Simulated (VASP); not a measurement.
# Mg2Ga2O3 (Cmmm) in VASP: a series of runs, part 2 of 3

VASP 6.6.1. Earlier steps stand in the parts before.

## (4) Relaxation of cell and atoms, PBE (atoms taken out)

INCAR

```
PREC     = Accurate       # precision mode
ENCUT    = 600            # plane-wave cutoff, eV
EDIFF    = 1E-6           # SCF threshold, eV
ISMEAR   = 0              # smearing method
SIGMA    = 0.15           # smearing width, eV
LREAL    = F              # projectors in reciprocal space
LASPH    = T              # aspherical terms in the spheres
NELM     = 60             # most SCF steps
ALGO     = Normal         # electronic algorithm
ISIF     = 3              # what is computed and relaxed
LWAVE    = F              # write WAVECAR
LCHARG   = F              # write CHGCAR
GGA      = PE             # functional
IBRION   = 2              # ionic algorithm
NSW      = 36             # ionic steps
EDIFFG   = -0.08          # ionic threshold
```

KPOINTS

```
regular mesh
0
Gamma
  2 2 4
```

POSCAR

```
Mg2Ga2O3
1.0
    3.2632256600     -4.6148979800      0.0000000000
    3.2632256600      4.6148979800      0.0000000000
    0.0000000000      0.0000000000      3.2632256600
Mg Ga O
2 2 3
Direct
    0.7500000000      0.2500000000      0.5000000000
    0.2500000000      0.7500000000      0.5000000000
    0.7500000000      0.7500000000      0.0000000000
    0.2500000000      0.2500000000      0.0000000000
    0.0000000000      0.5000000000      0.0000000000
    0.5000000000      0.0000000000      0.0000000000
    0.5000000000      0.5000000000      0.5000000000
```

Potentials or basis: VASP PAW PBE potentials, release 64 (Mg, Ga_d, O).

Launch:

```
$ cat potpaw_PBE.64/Mg/POTCAR potpaw_PBE.64/Ga_d/POTCAR potpaw_PBE.64/O/POTCAR > POTCAR
$ mpirun -np 1 vasp_std > vasp.out
```

OUTCAR:

```text
PREC = Accurate
   ENCUT = 600
   EDIFF = 1E-6
   ISMEAR = 0
   LREAL = F
   LASPH = T
   NELM = 60
   ISIF = 3
   GGA = PE
   IBRION = 2
   NSW = 36
   EDIFFG = -0.08

 ion  position               nearest neighbor table
   1  0.750  0.250  0.500-   7 2.31   6 2.31   5 2.31   5 2.31   6 2.31   3 3.26   4 3.26   4 3.26
                             3 3.26   3 3.26   3 3.26   4 3.26   4 3.26   2 3.26   2 3.26
   2  0.250  0.750  0.500-   7 2.31   6 2.31   5 2.31   5 2.31   6 2.31   3 3.26   4 3.26   4 3.26
                             3 3.26   4 3.26   4 3.26   3 3.26   3 3.26   1 3.26   1 3.26
   3  0.750  0.750  0.000-   5 2.31   6 2.31   7 2.31   7 2.31   1 3.26   1 3.26   2 3.26   2 3.26
                             1 3.26   1 3.26   2 3.26   2 3.26
   4  0.250  0.250  0.000-   5 2.31   6 2.31   7 2.31   7 2.31   1 3.26   1 3.26   2 3.26   2 3.26
                             2 3.26   2 3.26   1 3.26   1 3.26
   5  0.000  0.500  0.000-   3 2.31   4 2.31   1 2.31   2 2.31   1 2.31   2 2.31
   6  0.500  0.000  0.000-   3 2.31   4 2.31   1 2.31   2 2.31   1 2.31   2 2.31
   7  0.500  0.500  0.500-   1 2.31   2 2.31   3 2.31   4 2.31   3 2.31   4 2.31

  LATTYP: Found a base centered orthorhombic cell.
 ALAT       =     6.5264513200
 B/A-ratio  =     1.4142135607
 C/A-ratio  =     0.5000000000

  Lattice vectors:

 A1 = (   3.2632256600,  -4.6148979800,   0.0000000000)
 A2 = (   3.2632256600,   4.6148979800,   0.0000000000)
 A3 = (   0.0000000000,   0.0000000000,   3.2632256600)

Analysis of symmetry for initial positions (statically):
=====================================================================
 Subroutine PRICEL returns:
 Original cell was already a primitive cell.

 Routine SETGRP: Setting up the symmetry group for a
 base centered orthorhombic supercell.

 Subroutine GETGRP returns: Found  8 space group operations
 (whereof  8 operations were pure point group operations)
 out of a pool of  8 trial point group operations.

The static configuration has the point symmetry D_2h.

Analysis of symmetry for dynamics (positions and initial velocities):
=====================================================================
 Subroutine PRICEL returns:
 Original cell was already a primitive cell.

[... 127 lines left out ...]
   LHFCALC =     F    Hartree Fock is set to
   AEXX    =    0.0000 exact exchange contribution
   IVDW    =     0    specifies the selected vdW correction
   LEPSILON=     F    determine dielectric tensor
   LRPA    =     F    only Hartree local field effects (RPA)
 conjugate gradient relaxation of ions
 non-spin polarized calculation
 Gauss-broadening in eV      SIGMA  =   0.15
  energy-cutoff  :      600.00
  volume of cell :       98.28
 maximum number of plane-waves:      3323
 NGX is ok and might be reduce to    48
   NGX = 23   NGY = 23   NGZ = 13

--------------------------------------- Ionic step        1  -------------------------------------------

 number of electron      47.9999986 magnetization

 Free energy of the ion-electron system (eV)
  ---------------------------------------------------
  ext. energy  EPLUGINS =         0.00000000
  ---------------------------------------------------
  free energy    TOTEN  =       -34.21491513 eV

  energy without entropy =      -34.21123415  energy(sigma->0) =      -34.21307464

------------------------ aborting loop because EDIFF is reached ----------------------------------------

  FORCE on cell =-STRESS in cart. coord.  units (eV):
  Direction    XX          YY          ZZ          XY          YZ          ZX
  --------------------------------------------------------------------------------------
  -------------------------------------------------------------------------------------
  Total       -7.9519549     -4.0238834     -9.6015548     -0.0000000      0.0000000      0.0000000
  in kB     -129.6278074    -65.5948372   -156.5185554     -0.0000000      0.0000000      0.0000000
  external PRESSURE =    -117.2470667 kB  Pullay stress =       0.0000000 kB
[... 104 lines left out ...]
  FREE ENERGIE OF THE ION-ELECTRON SYSTEM (eV)
  ---------------------------------------------------
  free  energy   TOTEN  =       -34.9824833898 eV

  energy  without entropy=      -34.9821556778  energy(sigma->0) =      -34.98231953

[... ionic steps 4 to 10 ...]

--------------------------------------- Ionic step       11  -------------------------------------------

 number of electron      47.9999990 magnetization

------------------------ aborting loop because EDIFF is reached ----------------------------------------
[... 77 lines left out ...]
--------------------------------------- Ionic step       13  -------------------------------------------

 number of electron      47.9999984 magnetization

 Free energy of the ion-electron system (eV)
  ---------------------------------------------------
  ext. energy  EPLUGINS =         0.00000000
  ---------------------------------------------------
  free energy    TOTEN  =       -35.40405534 eV

  energy without entropy =      -35.39923970  energy(sigma->0) =      -35.40164752

 E-fermi :   6.5300     XC(G=0): -10.9622

 val. band max:        6.3848277637   @ k =   0.0000   0.0000   0.0000
 cond. band min:       6.7338404514   @ k =   0.5000  -0.0000   0.5000
 fundamental gap:      0.3490126877
 Fermi energy:         6.5300086287

 k-point     1 :       0.0000    0.0000    0.0000
  band No.  band energies     occupation
      1     -14.0339      2.00000
      2     -13.2588      2.00000
      3     -13.1390      2.00000
      4      -9.3976      2.00000
      5      -9.3302      2.00000
      6      -9.3044      2.00000
[... 302 lines left out ...]
  FREE ENERGIE OF THE ION-ELECTRON SYSTEM (eV)
  ---------------------------------------------------
  free  energy   TOTEN  =       -35.4040553416 eV

  energy  without entropy=      -35.3992397000  energy(sigma->0) =      -35.40164752

 reached required accuracy - stopping structural energy minimisation
```

CONTCAR:

```text
Mg2Ga2O3
   1.00000000000000
     3.0239141025535488   -4.7574132333752424    0.0000000000000000
     3.0239141025535488    4.7574132333752424    0.0000000000000000
     0.0000000000000000    0.0000000000000000    2.9368374834619630
  Mg              Ga              O
     2     2     3
Direct
     0.7244461382195547    0.2755538617804453    0.5000000000000000
     0.2755538617804453    0.7244461382195547    0.5000000000000000
     0.7858209862248903    0.7858209862248903    0.0000000000000000
     0.2141790137751096    0.2141790137751096    0.0000000000000000
     0.0000000000000000    0.5000000000000000    0.0000000000000000
     0.5000000000000000    0.0000000000000000    0.0000000000000000
     0.5000000000000000    0.5000000000000000    0.5000000000000000

  0.00000000E+00  0.00000000E+00  0.00000000E+00
  0.00000000E+00  0.00000000E+00  0.00000000E+00
  0.00000000E+00  0.00000000E+00  0.00000000E+00
  0.00000000E+00  0.00000000E+00  0.00000000E+00
  0.00000000E+00  0.00000000E+00  0.00000000E+00
  0.00000000E+00  0.00000000E+00  0.00000000E+00
  0.00000000E+00  0.00000000E+00  0.00000000E+00
```

It took 2.8 min on 1 thread of AMD EPYC 9R45 (Zen 5), shared host; peak memory 0.24 GiB.

Results:

| Item | Value |
| --- | --- |
| Free energy | -35.4041 eV |
| Relaxed volume | 12.07 Å³/atom |
| Relaxed cell | a = 5.637 Å, b = 5.637 Å, c = 2.937 Å, α = 90.00°, β = 90.00°, γ = 115.12° |
| Space group after relaxing (to 0.1 Å) | Cmmm (No. 65) |
| Energy gained by relaxing | 169.9 meV/atom |
| Ionic steps | 13 |
| Pressure after relaxing | -0.2 GPa |
| Band gap on the k mesh | zero (bands 24 and 25 overlap by 2.42 eV) |

Forces on the atoms (eV/Å):
```
Mg   0.000 -0.001  0.000
Mg   0.000  0.001  0.000
Ga   0.003  0.000  0.000
Ga  -0.003  0.000  0.000
O    0.000  0.000  0.000
O    0.000  0.000  0.000
O    0.000  0.000  0.000
```

Stress tensor (GPa, compression positive):
```
 0.31  0.00  0.00
 0.00 -0.76  0.00
 0.00  0.00 -0.14
```

Step by step:
```
step  energy change (eV)  largest force (eV/Å)  pressure (GPa)  volume (Å³)
   1              0.0000                0.7411          -11.72        98.28
   2             -0.7592                1.4477            0.62        84.35
   3             -0.7676                1.5298            2.45        83.02
   4             -0.9912                0.4634            2.22        81.95
   5             -1.0127                0.6509            2.33        81.48
   6             -1.0730                0.5865           -0.39        83.58
   7             -1.0913                0.5284           -2.52        85.44
   8             -1.1339                0.3610           -1.55        85.10
   9             -1.1605                0.4024           -0.01        84.59
  10             -1.1607                0.4335            0.20        84.54
  11             -1.1775                0.2242            0.07        84.54
  12             -1.1840                0.0245           -0.03        84.53
  13             -1.1891                0.0026           -0.20        84.50
```

Final structure:
```xyz
7
Lattice="3.0239 -4.7574 0.0000 3.0239 4.7574 0.0000 0.0000 0.0000 2.9368" Properties=species:S:1:pos:R:3 pbc="T T T"
Mg    3.0239   -2.1356    1.4684
Mg    3.0239    2.1356    1.4684
Ga    4.7525    0.0000    0.0000
Ga    1.2953    0.0000    0.0000
O     1.5120    2.3787    0.0000
O     1.5120   -2.3787    0.0000
O     3.0239    0.0000    1.4684
```

Levels at points of the mesh, in eV from the Fermi level:
```tsv
k point	band 22	band 23	band 24	band 25	band 26	band 27
(0.00, 0.00, 0.00)	-4.14	-3.82	-0.15	0.31	1.67	2.36
(0.50, 0.00, 0.00)	-4.14	-3.89	-3.40	0.91	3.25	3.81
(0.50, 0.50, 0.00)	-4.07	-3.57	-0.98	-0.89	1.24	4.81
(0.00, 0.00, 0.50)	-4.42	-4.18	-1.98	0.31	2.16	2.73
(0.50, 0.00, 0.50)	-4.97	-3.19	-0.93	0.20	0.93	2.46
(0.50, 0.50, 0.50)	-4.39	-2.97	-2.01	-1.97	1.64	2.82
```

Caveat: the k points lie up to 0.62 Å⁻¹ apart in the final cell, too coarse for converged energies and pressures of a metal; the cell differs from its parent crystal (atoms taken out).

(Continued in part 3 of 3.)

The gap in the log of VASP goes by the Fermi energy; the results here count the filled bands.